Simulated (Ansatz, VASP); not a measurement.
Li6ZrMo3 in VASP and in Ansatz

```
Li Zr Mo
1.0
     0.00000    4.26966    4.26966
     4.26966    0.00000    4.26966
     4.26966    4.26966    0.00000
Li Zr Mo
6 1 3
Direct
  0.77682 0.22318 0.22318
  0.22318 0.22318 0.77682
  0.22318 0.77682 0.77682
  0.22318 0.77682 0.22318
  0.77682 0.22318 0.77682
  0.77682 0.77682 0.22318
  0.00000 0.00000 0.00000
  0.75000 0.75000 0.75000
  0.25000 0.25000 0.25000
  0.50000 0.50000 0.50000
```

Change from the starting cell: species swapped into the Cs3TlCl6 type (Fm-3m, No. 225).

Alike in both runs: task single point; functional PBE; k mesh 4 × 4 × 4; occupations gaussian, width 0.1 eV; no spin polarisation.

|  | VASP | Ansatz |
| --- | --- | --- |
| version | VASP 6.6.1 | Ansatz 0.2.0 |
| potentials or method | VASP PAW PBE potentials, release 64 (Li_sv, Zr_sv, Mo_sv), cutoff 520 eV | scalar-relativistic, plane waves, PAW |
| valence electrons in the cell | 72 | 72 |

Ansatz gave:

- gap on the k mesh at the Fermi level (eV): none
- rms of the force components (eV/Å): 1.699

Q: Estimate VASP's values.

A: gap on the k mesh at the Fermi level (eV): none; rms of the force components (eV/Å): 1.708.

Atom by atom the forces differ by 0.009 eV/Å (rms over components). A gap of «none» marks a metal or a gap that the smearing closes.

Noted on VASP's run: the cutoff is short for stress, so the pressure is rough.
